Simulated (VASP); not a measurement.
# Mn (Fm-3m) in VASP: notebook

Mn is run at these levels: PBE; tasks: electric field gradients, single point.

All numbers are computed with VASP 6.6.1; they aren't measurements. Logs are shortened: lines on timing, memory, paths and dates and some standing lists are left out, and cuts for length are marked.

## (1) The cell of the first run

It takes space group Fm-3m (No. 225, cubic). The conventional cell has a = 3.863 Å, b = 3.863 Å, c = 3.863 Å, α = 90.00°, β = 90.00°, γ = 90.00°. Mn (site symmetry m-3m) has 12 Mn at 2.73 Å within 3.6 Å.

This isn't the form of Mn at room conditions, which is a 58-atom cubic cell.

## (2) Electric field gradients, PBE, collinear spin, ferromagnetic start

File INCAR:

```
SYSTEM = Mn
PREC = Accurate
ENCUT = 520
EDIFF = 1E-8
ISMEAR = -1
SIGMA = 0.05
LREAL = .FALSE.
LASPH = .TRUE.
NELM = 150
ALGO = Normal
ISIF = 2
LWAVE = .FALSE.
LCHARG = .FALSE.
ISPIN = 2
MAGMOM = 4
LORBIT = 11
LMAXMIX = 4
GGA = PE
LEFG = .TRUE.
NBANDS = 16
```

File KPOINTS:

```
Automatic mesh
0
G
  16 16 16
  0 0 0
```

File POSCAR:

```
Mn
1.0
    0.0000000000      1.9315000000      1.9315000000
    1.9315000000      0.0000000000      1.9315000000
    1.9315000000      1.9315000000      0.0000000000
Mn
1
Direct
    0.0000000000      0.0000000000      0.0000000000
```

Potentials or basis: VASP PAW PBE potentials, release 64 (Mn_pv).

Launch:

```
$ cat potpaw_PBE.64/Mn_pv/POTCAR > POTCAR
$ mpirun -np 1 vasp_std > vasp.out
```

OUTCAR:

```text
SYSTEM = Mn
   PREC = Accurate
   ENCUT = 520
   EDIFF = 1E-8
   ISMEAR = -1
   LREAL = .FALSE.
   LASPH = .TRUE.
   NELM = 150
   ISIF = 2
   ISPIN = 2
   LORBIT = 11
   GGA = PE

 ion  position               nearest neighbor table
   1  0.000  0.000  0.000-

  LATTYP: Found a face centered cubic cell.
 ALAT       =     3.8630000000

  Lattice vectors:

 A1 = (   0.0000000000,   1.9315000000,   1.9315000000)
 A2 = (   1.9315000000,   0.0000000000,   1.9315000000)
 A3 = (   1.9315000000,   1.9315000000,   0.0000000000)

Analysis of symmetry for initial positions (statically):
=====================================================================
 Subroutine PRICEL returns:
 Original cell was already a primitive cell.

 Routine SETGRP: Setting up the symmetry group for a
 face centered cubic supercell.

 Subroutine GETGRP returns: Found 48 space group operations
 (whereof 48 operations were pure point group operations)
 out of a pool of 48 trial point group operations.

The static configuration has the point symmetry O_h .

Analysis of symmetry for dynamics (positions and initial velocities):
=====================================================================
 Subroutine PRICEL returns:
 Original cell was already a primitive cell.

 Routine SETGRP: Setting up the symmetry group for a
 face centered cubic supercell.

 Subroutine GETGRP returns: Found 48 space group operations
 (whereof 48 operations were pure point group operations)
 out of a pool of 48 trial point group operations.

The dynamic configuration has the point symmetry O_h .

Analysis of structural, dynamic, and magnetic symmetry:
=====================================================================
 Subroutine PRICEL returns:
 Original cell was already a primitive cell.

 Routine SETGRP: Setting up the symmetry group for a
 face centered cubic supercell.

 Subroutine GETGRP returns: Found 48 space group operations
 (whereof 48 operations were pure point group operations)
 out of a pool of 48 trial point group operations.

The overall configuration has the point symmetry O_h .

 Subroutine INISYM returns: Found 48 space group operations
 (whereof 48 operations are pure point group operations),
 and found     1 'primitive' translations

[... 146 lines left out ...]
 spin component 1

 k-point     1 :       0.0000    0.0000    0.0000
  band No.  band energies     occupation
      1     -41.7073      1.00000
      2     -41.7073      1.00000
      3     -41.7073      1.00000
      4      -0.3407      1.00000
      5       5.4225      1.00000
      6       5.4225      1.00000
[... 435 lines left out ...]
      5       5.3078      1.00000
      6       5.5054      1.00000
[... 8 lines left out ...]
     15      33.1495      0.00000
     16      35.0095      0.00000

 [... further k-points ...]

 spin component 2

 k-point     1 :       0.0000    0.0000    0.0000
  band No.  band energies     occupation
      1     -38.6559      1.00000
      2     -38.6559      1.00000
      3     -38.6559      1.00000
      4       0.1915      1.00000
      5       7.8482      0.00000
      6       7.8482      0.00000
[... 435 lines left out ...]
      5       7.6871      0.00003
      6       7.9430      0.00000
[... 8 lines left out ...]
     15      34.1071      0.00000
     16      35.6484      0.00000

 [... further k-points ...]

------------------------ aborting loop because EDIFF is reached ----------------------------------------

  FORCE on cell =-STRESS in cart. coord.  units (eV):
  Direction    XX          YY          ZZ          XY          YZ          ZX
  --------------------------------------------------------------------------------------
  -------------------------------------------------------------------------------------
  Total       -1.0871823     -1.0871823     -1.0871823     -0.0000000     -0.0000000      0.0000000
  in kB     -120.8645155   -120.8645155   -120.8645155     -0.0000000     -0.0000000      0.0000000
  external PRESSURE =    -120.8645155 kB  Pullay stress =       0.0000000 kB

 VOLUME and BASIS-vectors are now :
 -----------------------------------------------------------------------------
  energy-cutoff  :      520.00
  volume of cell :       14.41
      direct lattice vectors                 reciprocal lattice vectors
     0.000000000  1.931500000  1.931500000    -0.258866166  0.258866166  0.258866166
     1.931500000  0.000000000  1.931500000     0.258866166 -0.258866166  0.258866166
     1.931500000  1.931500000  0.000000000     0.258866166  0.258866166 -0.258866166

 POSITION                                       TOTAL-FORCE (eV/Angst)
 -----------------------------------------------------------------------------------
      0.00000      0.00000      0.00000         0.000000     -0.000000      0.000000
 -----------------------------------------------------------------------------------
    total drift:                                0.000000      0.000000      0.000000

  FREE ENERGIE OF THE ION-ELECTRON SYSTEM (eV)
  ---------------------------------------------------
  free  energy   TOTEN  =        -8.4275582129 eV

  energy  without entropy=       -8.4058834315  energy(sigma->0) =       -8.41672082

 Electric field gradients (V/A^2)
---------------------------------------------------------------------
 ion       V_xx      V_yy      V_zz      V_xy      V_xz      V_yz
---------------------------------------------------------------------
   1       0.000     0.000    -0.000    -0.002    -0.002    -0.002
---------------------------------------------------------------------

 Electric field gradients after diagonalization (V/A^2)
 (convention: |V_zz| > |V_xx| > |V_yy|)
----------------------------------------------------------------------
 ion       V_xx      V_yy      V_zz     asymmetry (V_yy - V_xx)/ V_zz
----------------------------------------------------------------------
   1       0.002     0.002    -0.004       0.000
----------------------------------------------------------------------

           NMR quadrupolar parameters

 Cq : quadrupolar parameter    Cq=e*Q*V_zz/h
 eta: asymmetry parameters     (V_yy - V_xx)/ V_zz
 Q  : nuclear electric quadrupole moment in mb (millibarn)
----------------------------------------------------------------------
 ion       Cq(MHz)       eta       Q (mb)
----------------------------------------------------------------------
   1      -0.000       0.000       1.000
----------------------------------------------------------------------

 total charge

# of ion       s       p       d       tot
------------------------------------------
    1        0.336   6.247   4.979  11.562

 magnetization (x)

# of ion       s       p       d       tot
------------------------------------------
    1       -0.006  -0.001   2.825   2.818
```

Run time: 2.2 min. Hardware: 1 thread of Intel Xeon 8259CL, shared host; peak memory 0.17 GiB.

Results:

- Free energy: -8.4276 eV
- Pressure: -12.1 GPa
- Net moment: 2.88 μB per cell
- Site moments: Mn +2.82 μB
- Largest electric field gradient by atom: zero within the noise of the run
- Valence electrons inside the program's atomic spheres: Mn 11.56

Caveat: the cell stands under tension.

## (3) Electric field gradients, PBE, collinear spin, ferromagnetic start (14.99 Å³/atom)

This run uses another cell than the first one, of 14.99 Å³/atom.

INCAR is that of step 2.

File KPOINTS:

```
regular mesh
0
G
  16 16 16
  0 0 0
```

File POSCAR:

```
Mn
1.0
    0.0000000000      1.9569173885      1.9569173885
    1.9569173885      0.0000000000      1.9569173885
    1.9569173885      1.9569173885      0.0000000000
Mn
1
Direct
    0.0000000000      0.0000000000      0.0000000000
```

Potentials or basis: VASP PAW PBE potentials, release 64 (Mn_pv).

Launch:

```
$ cat potpaw_PBE.64/Mn_pv/POTCAR > POTCAR
$ mpirun -np 1 vasp_std > vasp.out
```

OUTCAR:

```text
SYSTEM = Mn
   PREC = Accurate
   ENCUT = 520
   EDIFF = 1E-8
   ISMEAR = -1
   LREAL = .FALSE.
   LASPH = .TRUE.
   NELM = 150
   ISIF = 2
   ISPIN = 2
   LORBIT = 11
   GGA = PE

 ion  position               nearest neighbor table
   1  0.000  0.000  0.000-

  LATTYP: Found a face centered cubic cell.
 ALAT       =     3.9138347770

  Lattice vectors:

 A1 = (   0.0000000000,   1.9569173885,   1.9569173885)
 A2 = (   1.9569173885,   0.0000000000,   1.9569173885)
 A3 = (   1.9569173885,   1.9569173885,   0.0000000000)

Analysis of symmetry for initial positions (statically):
=====================================================================
[... 1144 lines left out ...]
 ion       V_xx      V_yy      V_zz      V_xy      V_xz      V_yz
---------------------------------------------------------------------
   1      -0.000    -0.000     0.000     0.003     0.003     0.003
---------------------------------------------------------------------

 Electric field gradients after diagonalization (V/A^2)
 (convention: |V_zz| > |V_xx| > |V_yy|)
----------------------------------------------------------------------
 ion       V_xx      V_yy      V_zz     asymmetry (V_yy - V_xx)/ V_zz
----------------------------------------------------------------------
   1      -0.003    -0.003     0.005       0.000
----------------------------------------------------------------------

           NMR quadrupolar parameters

 Cq : quadrupolar parameter    Cq=e*Q*V_zz/h
 eta: asymmetry parameters     (V_yy - V_xx)/ V_zz
 Q  : nuclear electric quadrupole moment in mb (millibarn)
----------------------------------------------------------------------
 ion       Cq(MHz)       eta       Q (mb)
----------------------------------------------------------------------
   1       0.000       0.000       1.000
----------------------------------------------------------------------

 total charge

# of ion       s       p       d       tot
------------------------------------------
    1        0.330   6.227   4.983  11.540

 magnetization (x)

# of ion       s       p       d       tot
------------------------------------------
    1       -0.006   0.011   3.329   3.335
```

stdout:

```text
POSCAR found type information on POSCAR Mn
 POSCAR found :  1 types and       1 ions
 scaLAPACK will be used
 LDA part: xc-table for (Slater+PW92), standard interpolation
 POSCAR, INCAR and KPOINTS ok, starting setup
 FFT: planning ... GRIDC
 FFT: planning ... GRID_SOFT
 FFT: planning ... GRID
 WAVECAR not read
 entering main loop
ion   1
```

Run time: 2.3 min. Hardware: 1 thread of Intel Xeon 8259CL, shared host; peak memory 0.18 GiB.

Results:

```yaml
Free_energy: -8.4003 eV
Pressure: -5.0 GPa
Net_moment: 3.45 μB per cell
Site_moments: Mn +3.33 μB
Largest_electric_field_gradient_by_atom: zero within the noise of the run
Valence_electrons_inside_the_program's_atomic_spheres: Mn 11.54
```

Caveat: the cell stands under tension.

## (4) Single point, PBE, collinear spin, ferromagnetic start

File POSCAR:

```
Mn
1.0
    0.0000000000      1.9315000000      1.9315000000
    1.9315000000      0.0000000000      1.9315000000
    1.9315000000      1.9315000000      0.0000000000
Mn
1
Direct
    0.0000000000      0.0000000000      0.0000000000
```

File INCAR.step1:

```
  PREC = Accurate
  ENCUT = 520
  EDIFF = 1E-6
  ISMEAR = -1
  SIGMA = 0.05
  LREAL = F
  LASPH = T
  NELM = 150
  ALGO = Normal
  ISIF = 2
  LWAVE = F
  LCHARG = T
  ISPIN = 2
  MAGMOM = 4
  LMAXMIX = 4
  GGA = PE
  NBANDS = 16
```

File KPOINTS.step1:

```
Automatic mesh
0
Gamma
  16 16 16
```

File INCAR.step2:

```
  PREC = Accurate
  ENCUT = 520
  EDIFF = 1E-6
  ISMEAR = -5
  SIGMA = 0.05
  LREAL = F
  LASPH = T
  NELM = 150
  ALGO = Normal
  ISIF = 2
  LWAVE = F
  LCHARG = F
  ISPIN = 2
  MAGMOM = 4
  LORBIT = 10
  LMAXMIX = 4
  GGA = PE
  NEDOS = 2001
  ICHARG = 11
```

File KPOINTS.step2:

```
Automatic mesh
0
Gamma
  24 24 24
```

Launch:

```
$ cat potpaw_PBE.64/Mn_pv/POTCAR > POTCAR
$ cp INCAR.step1 INCAR
$ cp KPOINTS.step1 KPOINTS
$ mpirun -np 1 vasp_std > vasp.out
$ cp INCAR.step2 INCAR
$ cp KPOINTS.step2 KPOINTS
$ mpirun -np 1 vasp_std > vasp.out
```

Wall time 3.8 min (1 thread of Intel Xeon 8259CL, shared host); peak memory 0.22 GiB.

Results (log left out):

```yaml
Net_moment: 2.88 μB per cell
Site_moments: Mn +2.83 μB
Valence_electrons_inside_the_program's_atomic_spheres: Mn 11.56
```

Levels at points of the mesh, in eV from the Fermi level:
Spin up:
| k point | band 5 | band 6 | band 7 | band 8 | band 9 | band 10 | band 11 | band 12 |
| --- | --- | --- | --- | --- | --- | --- | --- | --- |
| (0.00, 0.00, 0.00) | -1.74 | -1.74 | -1.74 | -0.87 | -0.87 | 18.96 | 22.69 | 22.69 |
| (0.50, 0.00, 0.00) | -1.90 | -1.90 | -0.11 | 0.00 | 0.00 | 5.44 | 17.93 | 20.60 |
| (0.50, 0.50, 0.00) | -3.48 | -0.16 | 0.27 | 0.27 | 2.14 | 8.32 | 12.36 | 12.36 |
Spin down:
```tsv
k point	band 2	band 3	band 4	band 5	band 6	band 7	band 8	band 9
(0.00, 0.00, 0.00)	-45.81	-45.81	-6.97	0.69	0.69	0.69	2.24	2.24
(0.50, 0.00, 0.00)	-45.86	-45.86	-2.54	0.29	0.75	0.75	2.92	2.92
(0.50, 0.50, 0.00)	-45.93	-45.93	-2.19	-1.48	2.69	3.00	3.00	3.07
```

Caveat: tetrahedron occupations give inexact forces and stress in metals.

## (5) The runs side by side

| task | cell | k mesh for the DOS | occupations for the DOS | gap on the mesh (eV) | pressure (GPa) | moment (μB) |
| --- | --- | --- | --- | --- | --- | --- |
| electric field gradients | a = 2.732 Å, angles 60.0°, 1 atom | - | - | none | -12.1 | 2.88 |
| electric field gradients | a = 2.767 Å, angles 60.0°, 1 atom | - | - | none | -5.0 | 3.45 |
| single point | a = 2.732 Å, angles 60.0°, 1 atom | 24 × 24 × 24 | tetrahedron | - | - | 2.88 |

Alike in all rows: level PBE; potentials or basis VASP PAW PBE potentials, release 64 (Mn_pv); spin collinear, ferromagnetic start; k mesh 16 × 16 × 16; cutoff (eV) 520; smearing fermi-dirac 0.05 eV.

Caveats: the cell stands under tension (at least some runs); tetrahedron occupations give inexact forces and stress in metals (at least some runs).

Total energies depend on the potentials used, so only differences within one code and one set of settings carry meaning.
